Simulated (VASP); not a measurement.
Runs of VASP 6.6.1 on CdTe. It takes space group F-43m (No. 216, cubic). Conventional cell: a = 6.560 Å, b = 6.560 Å, c = 6.560 Å, α = 90.00°, β = 90.00°, γ = 90.00°. Within 3.7 Å of Cd (site symmetry -43m) lie 4 Te at 2.84 Å. Te (site symmetry -43m) has 4 Cd at 2.84 Å within 3.7 Å. 

```tsv
level	smearing	grid for exact exchange (PRECFOCK)	share of exact exchange	screening parameter	gap on the mesh (eV)	pressure (GPa)
PBE-based global hybrid	gaussian 0.01 eV	Normal	0.3	-	(b)	-0.2
r2SCAN	gaussian 0.01 eV	-	-	-	1.15	0.3
HSE06	methfessel-paxton 0.2 eV	Normal	-	0.2079 1/Å	1.44	0.2
PBE	methfessel-paxton 0.0883 eV	-	-	-	0.65	1.3
PBE-based screened hybrid	gaussian 0.01 eV	Normal	0.5	0.5 1/Å	(a)	0.2
PBE	gaussian 0.2 eV	-	-	-	0.65	1.3
PBE	gaussian 0.01 eV	-	-	-	0.65	1.3
```

Alike in all rows: task single point; potentials or basis VASP PAW PBE potentials, release 64 (Cd, Te); no spin polarisation; cell as given; k mesh 4 × 4 × 4; cutoff (eV) 520.

**Question.** Estimate the missing entries.

**Answer.** (a) 1.39; (b) 2.43.

Caveats: spin-orbit coupling is left out, which moves the levels of the heavy elements; the PAW data sets were made with another functional, which shifts forces and pressure a little (some runs).

A k mesh can miss the band edges, and the runs leave out spin-orbit coupling on Cd, Te.
